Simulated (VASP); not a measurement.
# SnTe3 (Fm-3m) in VASP: further runs

The runs below take SnTe3 through single point, with LDA.

Everything below comes from runs of VASP 6.6.1. Logs are shortened: lines on timing, memory, paths and dates and some standing lists are left out, and cuts for length are marked.

### 1 The cell of the first run

The structure is cubic, space group Fm-3m (No. 225). The conventional cell has a = 7.565 Å, b = 7.565 Å, c = 7.565 Å, α = 90.00°, β = 90.00°, γ = 90.00°. Te (site symmetry m-3m) has 8 Te at 3.28 Å and 6 Sn at 3.78 Å within 4.3 Å. Te (site symmetry -43m) has 10 Te at 3.28 to 3.78 Å and 4 Sn at 3.28 Å within 4.3 Å. Sn (site symmetry m-3m) has 14 Te at 3.28 to 3.78 Å within 4.3 Å.

### 2 Single point, LDA

File INCAR:

```
  PREC = Accurate
  ENCUT = 520
  EDIFF = 1E-6
  ISMEAR = -1
  SIGMA = 0.05
  LREAL = F
  LASPH = T
  NELM = 60
  ALGO = Normal
  ISIF = 2
  LWAVE = F
  LCHARG = F
  NBANDS = 24
```

File KPOINTS:

```
regular mesh
0
Gamma
  6 6 6
```

File POSCAR:

```
SnTe3
1.0
    0.0000000000      3.7823964951      3.7823964951
    3.7823964951      0.0000000000      3.7823964951
    3.7823964951      3.7823964951      0.0000000000
Te Sn
3 1
Direct
    0.5000000000      0.5000000000      0.5000000000
    0.7500000000      0.7500000000      0.7500000000
    0.2500000000      0.2500000000      0.2500000000
    0.0000000000      0.0000000000      0.0000000000
```

Potentials or basis: VASP PAW LDA potentials, release 64 (Te, Sn_d).

Run with:

```console
> cat potpaw_LDA.64/Te/POTCAR potpaw_LDA.64/Sn_d/POTCAR > POTCAR
> mpirun -np 1 vasp_std > vasp.out
```

OUTCAR:

```text
PREC = Accurate
   ENCUT = 520
   EDIFF = 1E-6
   ISMEAR = -1
   LREAL = F
   LASPH = T
   NELM = 60
   ISIF = 2

 ion  position               nearest neighbor table
   1  0.500  0.500  0.500-   3 3.28   3 3.28   3 3.28   2 3.28   2 3.28   2 3.28   3 3.28   2 3.28

   2  0.750  0.750  0.750-   1 3.28   1 3.28   1 3.28   4 3.28   4 3.28   4 3.28   4 3.28   1 3.28

   3  0.250  0.250  0.250-   4 3.28   4 3.28   4 3.28   1 3.28   1 3.28   1 3.28   4 3.28   1 3.28

   4  0.000  0.000  0.000-   2 3.28   2 3.28   2 3.28   3 3.28   3 3.28   3 3.28   3 3.28   2 3.28

  LATTYP: Found a face centered cubic cell.
 ALAT       =     7.5647929902

  Lattice vectors:

 A1 = (   0.0000000000,   3.7823964951,   3.7823964951)
 A2 = (   3.7823964951,   0.0000000000,   3.7823964951)
 A3 = (   3.7823964951,   3.7823964951,   0.0000000000)

Analysis of symmetry for initial positions (statically):
=====================================================================
 Subroutine PRICEL returns:
 Original cell was already a primitive cell.

 Routine SETGRP: Setting up the symmetry group for a
 face centered cubic supercell.

 Subroutine GETGRP returns: Found 48 space group operations
 (whereof 48 operations were pure point group operations)
 out of a pool of 48 trial point group operations.

The static configuration has the point symmetry O_h .

Analysis of symmetry for dynamics (positions and initial velocities):
=====================================================================
 Subroutine PRICEL returns:
 Original cell was already a primitive cell.

 Routine SETGRP: Setting up the symmetry group for a
 face centered cubic supercell.

 Subroutine GETGRP returns: Found 48 space group operations
 (whereof 48 operations were pure point group operations)
 out of a pool of 48 trial point group operations.

The dynamic configuration has the point symmetry O_h .

 Subroutine INISYM returns: Found 48 space group operations
 (whereof 48 operations are pure point group operations),
 and found     1 'primitive' translations

----------------------------------------------------------------------------------------

                                     Primitive cell

  volume of cell :     108.2259

  direct lattice vectors                    reciprocal lattice vectors
     0.000000000  3.782396495  3.782396495    -0.132191324  0.132191324  0.132191324
     3.782396495  0.000000000  3.782396495     0.132191324 -0.132191324  0.132191324
     3.782396495  3.782396495  0.000000000     0.132191324  0.132191324 -0.132191324

  length of vectors
     5.349116422  5.349116422  5.349116422     0.228962089  0.228962089  0.228962089

  position of ions in fractional coordinates (direct lattice)
     0.500000000  0.500000000  0.500000000
     0.750000000  0.750000000  0.750000000
     0.250000000  0.250000000  0.250000000
     0.000000000  0.000000000  0.000000000

  ion indices of the primitive-cell ions
   primitive index   ion index
                 1           1
                 2           2
                 3           3
                 4           4

----------------------------------------------------------------------------------------

 KPOINTS: regular mesh

Automatic generation of k-mesh.
 Grid dimensions read from file:
 generate k-points for:    6    6    6

 Generating k-lattice:

  Cartesian coordinates                     Fractional coordinates (reciprocal lattice)
    -0.022031887  0.022031887  0.022031887     0.166666667  0.000000000  0.000000000
     0.022031887 -0.022031887  0.022031887     0.000000000  0.166666667  0.000000000
     0.022031887  0.022031887 -0.022031887     0.000000000  0.000000000  0.166666667

  Length of vectors
     0.038160348  0.038160348  0.038160348

  Shift w.r.t. Gamma in fractional coordinates (k-lattice)
     0.000000000  0.000000000  0.000000000

 Subroutine IBZKPT returns following result:
 ===========================================

 Found     16 irreducible k-points:

 Following reciprocal coordinates:
            Coordinates               Weight
  0.000000  0.000000  0.000000      1.000000
  0.166667  0.000000  0.000000      8.000000
  0.333333  0.000000  0.000000      8.000000
  0.500000  0.000000  0.000000      4.000000
  0.166667  0.166667  0.000000      6.000000
  0.333333  0.166667  0.000000     24.000000
[... 8 lines left out ...]
 -0.333333  0.333333  0.166667     24.000000
 -0.333333  0.500000  0.166667     12.000000
   k-points           NKPTS =     16   k-points in BZ     NKDIM =     16   number of bands    NBANDS=     24
   number of dos      NEDOS =    301   number of ions     NIONS =      4
   total plane-waves  NPLWV =  64000
   dimension x,y,z NGX =    40 NGY =   40 NGZ =   40
   dimension x,y,z NGXF=    80 NGYF=   80 NGZF=   80
   ions per type =               3   1
   NGX,Y,Z   is equivalent  to a cutoff of  12.43, 12.43, 12.43 a.u.
   NGXF,Y,Z  is equivalent  to a cutoff of  24.86, 24.86, 24.86 a.u.
 SYSTEM =  unknown system
   PREC   = accura    normal or accurate (medium, high low for compatibility)
   ISTART =      0    job   : 0-new  1-cont  2-samecut
   ICHARG =      2    charge: 1-file 2-atom 10-const
   ISPIN  =      1    spin polarized calculation?
   LNONCOLLINEAR =      F non collinear calculations
   LSORBIT =      F    spin-orbit coupling
   LASPH  =      T    aspherical Exc in radial PAW
   ENCUT  =  520.0 eV  38.22 Ry    6.18 a.u.   9.95  9.95  9.95*2*pi/ulx,y,z
   NELM   =     60;   NELMIN=  2; NELMDL= -5     # of ELM steps
   EDIFF  = 0.1E-05   stopping-criterion for ELM
   LREAL  =      F    real-space projection
   EDIFFG = 0.1E-04   stopping-criterion for IOM
   NSW    =      0    number of steps for IOM
   IBRION =     -1    ionic relax: 0-MD 1-quasi-New 2-CG
   NFREE  =      0    steps in history (QN), initial steepest desc. (CG)
   ISIF   =      2    stress and relaxation
   ISYM   =      2    0-nonsym 1-usesym 2-fastsym
   POTIM  = 0.5000    time-step for ionic-motion
   TEBEG  =    0.0;   TEEND  =   0.0 temperature during run
   PSTRESS=    0.0 pullay stress
   NELECT =      32.0000    total number of electrons
   NUPDOWN=      -1.0000    fix difference up-down
   EMIN   =  10.00;   EMAX   =-10.00  energy-range for DOS
   EFERMI =   0.00;   METHOD = LEGACY
   ISMEAR =    -1;   SIGMA  =   0.05  broadening in eV -4-tet -1-fermi 0-gaus
   EFERMI_NEDOS =   21; number of points for ismear=-14 and -15
   IALGO  =     38    algorithm
   IMIX   =      4    mixing-type and parameters
     AMIX     =   0.40;   BMIX     =  1.00
     AMIX_MAG =   1.60;   BMIX_MAG =  1.00
  volume/ion in A,a.u.               =      27.06       182.59
  Fermi-wavevector in a.u.,A,eV,Ry     =   1.090639  2.061009 16.184047  1.189494
  Thomas-Fermi vector in A             =   2.226868
   LORBIT       =      0    0 simple, 1 ext, 2 COOP (PROOUT), +10 PAW based schemes
   GGA     = CA    functional components
   LHFCALC =     F    Hartree Fock is set to
   AEXX    =    0.0000 exact exchange contribution
   IVDW    =     0    specifies the selected vdW correction
   LEPSILON=     F    determine dielectric tensor
   LRPA    =     F    only Hartree local field effects (RPA)
 non-spin polarized calculation
  energy-cutoff  :      520.00
  volume of cell :      108.23
 maximum number of plane-waves:      2929
   NGX = 19   NGY = 19   NGZ = 19

 number of electron      32.0000001 magnetization

 Free energy of the ion-electron system (eV)
  ---------------------------------------------------
  ext. energy  EPLUGINS =         0.00000000
  ---------------------------------------------------
  free energy    TOTEN  =       -15.46401956 eV

  energy without entropy =      -15.42520904  energy(sigma->0) =      -15.44461430

 E-fermi :   8.3989     XC(G=0): -10.4888

 val. band max:        8.3743434360   @ k =   0.3333   0.0000   0.0000
 cond. band min:       8.4169827740   @ k =  -0.1667   0.1667   0.0000
 fundamental gap:      0.0426393380
 Fermi energy:         8.3988998351

 k-point     1 :       0.0000    0.0000    0.0000
  band No.  band energies     occupation
      1     -13.1080      2.00000
      2     -13.1080      2.00000
      3     -13.1080      2.00000
      4     -13.1005      2.00000
      5     -13.1005      2.00000
      6      -5.5565      2.00000
[... 16 lines left out ...]
     23      12.7766      0.00000
     24      18.7159      0.00000

 k-point     2 :       0.1667    0.0000    0.0000
  band No.  band energies     occupation
      1     -13.1084      2.00000
      2     -13.1077      2.00000
      3     -13.1077      2.00000
      4     -13.1005      2.00000
      5     -13.1005      2.00000
      6      -5.3688      2.00000
[... 16 lines left out ...]
     23      12.5307      0.00000
     24      17.7880      0.00000

 k-point     3 :       0.3333    0.0000    0.0000
  band No.  band energies     occupation
      1     -13.1093      2.00000
      2     -13.1072      2.00000
      3     -13.1072      2.00000
      4     -13.1006      2.00000
      5     -13.1006      2.00000
      6      -4.8347      2.00000
[... 16 lines left out ...]
     23      13.8977      0.00000
     24      16.6696      0.00000

 k-point     4 :       0.5000    0.0000    0.0000
  band No.  band energies     occupation
      1     -13.1097      2.00000
      2     -13.1069      2.00000
      3     -13.1069      2.00000
      4     -13.1005      2.00000
      5     -13.1005      2.00000
      6      -4.2835      2.00000
[... 16 lines left out ...]
     23      16.1309      0.00000
     24      16.1335      0.00000

 k-point     5 :       0.1667    0.1667    0.0000
  band No.  band energies     occupation
      1     -13.1089      2.00000
      2     -13.1074      2.00000
      3     -13.1074      2.00000
      4     -13.1008      2.00000
      5     -13.1003      2.00000
      6      -5.3060      2.00000
[... 235 lines left out ...]
 k-point    14 :       0.5000    0.3333    0.1667
  band No.  band energies     occupation
      1     -13.1096      2.00000
      2     -13.1073      2.00000
      3     -13.1063      2.00000
      4     -13.1012      2.00000
      5     -13.1003      2.00000
      6      -4.3732      2.00000
[... 16 lines left out ...]
     23      15.4397      0.00000
     24      15.9227      0.00000

 k-point    15 :      -0.3333    0.3333    0.1667
  band No.  band energies     occupation
      1     -13.1088      2.00000
      2     -13.1082      2.00000
      3     -13.1060      2.00000
      4     -13.1012      2.00000
      5     -13.1004      2.00000
      6      -3.8291      2.00000
[... 16 lines left out ...]
     23      15.1673      0.00000
     24      15.5510      0.00000

 k-point    16 :      -0.3333    0.5000    0.1667
  band No.  band energies     occupation
      1     -13.1101      2.00000
      2     -13.1071      2.00000
      3     -13.1056      2.00000
      4     -13.1015      2.00000
      5     -13.1002      2.00000
      6      -3.4405      2.00000
[... 16 lines left out ...]
     23      14.9706      0.00000
     24      15.0690      0.00000

------------------------ aborting loop because EDIFF is reached ----------------------------------------

  FORCE on cell =-STRESS in cart. coord.  units (eV):
  Direction    XX          YY          ZZ          XY          YZ          ZX
  --------------------------------------------------------------------------------------
  -------------------------------------------------------------------------------------
  Total       -0.4827743     -0.4827743     -0.4827743      0.0000000     -0.0000000      0.0000000
  in kB       -7.1469963     -7.1469963     -7.1469963      0.0000000     -0.0000000      0.0000000
  external PRESSURE =      -7.1469963 kB  Pullay stress =       0.0000000 kB

 VOLUME and BASIS-vectors are now :
 -----------------------------------------------------------------------------
  energy-cutoff  :      520.00
  volume of cell :      108.23
      direct lattice vectors                 reciprocal lattice vectors
     0.000000000  3.782396495  3.782396495    -0.132191324  0.132191324  0.132191324
     3.782396495  0.000000000  3.782396495     0.132191324 -0.132191324  0.132191324
     3.782396495  3.782396495  0.000000000     0.132191324  0.132191324 -0.132191324

 POSITION                                       TOTAL-FORCE (eV/Angst)
 -----------------------------------------------------------------------------------
      3.78240      3.78240      3.78240         0.000000      0.000000      0.000000
      5.67359      5.67359      5.67359         0.000000      0.000000      0.000000
      1.89120      1.89120      1.89120        -0.000000     -0.000000     -0.000000
      0.00000      0.00000      0.00000         0.000000      0.000000      0.000000
 -----------------------------------------------------------------------------------
    total drift:                               -0.000000      0.000000      0.000000

  FREE ENERGIE OF THE ION-ELECTRON SYSTEM (eV)
  ---------------------------------------------------
  free  energy   TOTEN  =       -15.4640195614 eV

  energy  without entropy=      -15.4252090417  energy(sigma->0) =      -15.44461430
```

Wall time 56 s (1 thread of AMD EPYC 7R13 (Zen 3), shared host); peak memory 0.18 GiB.

What came out:

| Property | Result |
| --- | --- |
| Free energy | -15.4640 eV |
| Pressure | -0.7 GPa |
| Band gap on the k mesh | zero (band 16 reaches 8.80 eV, above the bottom of band 17 at 6.38 eV) |

Levels at points of the mesh, in eV from the Fermi level:
| k point | band 14 | band 15 | band 16 | band 17 | band 18 | band 19 |
| --- | --- | --- | --- | --- | --- | --- |
| (0.00, 0.00, 0.00) | -3.55 | -3.55 | -2.02 | -2.02 | -2.02 | 2.93 |
| (0.50, 0.00, 0.00) | -2.05 | -1.98 | 0.40 | 0.40 | 1.44 | 1.77 |
| (0.50, 0.50, 0.00) | -0.61 | -0.61 | 0.07 | 0.17 | 0.17 | 2.18 |

Caveat: spin-orbit coupling is left out, which moves the levels of the heavy elements.

### 3 Single point, LDA

This run uses another cell than the first one, of 27.63 Å³/atom, 1.021 times its volume.

File INCAR:

```
PREC = Accurate
ENCUT = 520
EDIFF = 1E-6
ISMEAR = -1
SIGMA = 0.05
LREAL = False
LASPH = True
NELM = 100
ALGO = Normal
ISIF = 2
LWAVE = False
LCHARG = True
GGA = CA
LELF = True
LVHAR = True
NBANDS = 24
```

File KPOINTS:

```
Automatic mesh
0
Gamma
  6 6 6
```

File POSCAR:

```
SnTe3
1.0
    0.0000000000      3.8090339678      3.8090339678
    3.8090339678      0.0000000000      3.8090339678
    3.8090339678      3.8090339678      0.0000000000
Te Sn
3 1
Direct
    0.5000000000      0.5000000000      0.5000000000
    0.7500000000      0.7500000000      0.7500000000
    0.2500000000      0.2500000000      0.2500000000
    0.0000000000      0.0000000000      0.0000000000
```

Potentials or basis: VASP PAW LDA potentials, release 64 (Te, Sn_d).

Run with:

```console
> cat potpaw_LDA.64/Te/POTCAR potpaw_LDA.64/Sn_d/POTCAR > POTCAR
> mpirun -np 1 vasp_std > vasp.out
```

Run time: 57 s. Hardware: 1 thread of AMD EPYC 7R13 (Zen 3), shared host; peak memory 0.18 GiB.

The run converged. Its results:

```yaml
Free_energy: -15.4458 eV
Pressure: -1.8 GPa
Band_gap_on_the_k_mesh: zero (band 16 reaches 8.50 eV, above the bottom of band 17 at 6.15 eV)
```

Levels at points of the mesh, in eV from the Fermi level:
| k point | band 14 | band 15 | band 16 | band 17 | band 18 | band 19 |
| --- | --- | --- | --- | --- | --- | --- |
| (0.00, 0.00, 0.00) | -3.45 | -3.45 | -1.95 | -1.95 | -1.95 | 3.00 |
| (0.50, 0.00, 0.00) | -2.05 | -1.97 | 0.40 | 0.40 | 1.38 | 1.78 |
| (0.50, 0.50, 0.00) | -0.59 | -0.59 | 0.06 | 0.17 | 0.17 | 2.14 |

Caveat: spin-orbit coupling is left out, which moves the levels of the heavy elements.

(Continued in part 2 of 2.)
